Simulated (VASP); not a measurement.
CdS:

```
Cd S
1.0
     0.00000    2.75324    2.75324
     2.75324    0.00000    2.75324
     2.75324    2.75324    0.00000
Cd S
1 1
Direct
  0.00000 0.00000 0.00000
  0.50000 0.50000 0.50000
```

Base run:

| Item | Value |
| --- | --- |
| Program | VASP 6.6.1 |
| Functional | PBEsol |
| Potentials or basis | VASP PAW PBE potentials, release 64 (Cd, S) |
| Cutoff | 520 eV |
| k mesh | 6 × 6 × 6 |
| Occupations | fermi-dirac, width 0.1 eV |
| Spin | no spin polarisation |

Its results: pressure -3.9 GPa.

Question: After a change of settings the same cell gave: pressure 2.8 GPa. Which change was it?
A. k mesh from 6 × 6 × 6 to 2 × 2 × 2
B. k mesh from 6 × 6 × 6 to 8 × 8 × 8
C. k mesh from 6 × 6 × 6 to 10 × 10 × 10
D. k mesh from 6 × 6 × 6 to 4 × 4 × 4; further incar settings from ALGO = Normal; EDIFF = 1e-06; NBANDS = 16 to ALGO = Normal; EDIFF = 1e-07; NBANDS = 16

Answer: A.

Caveats: some runs use coarse meshes; the PAW data sets were made with another functional, which shifts forces and pressure a little.
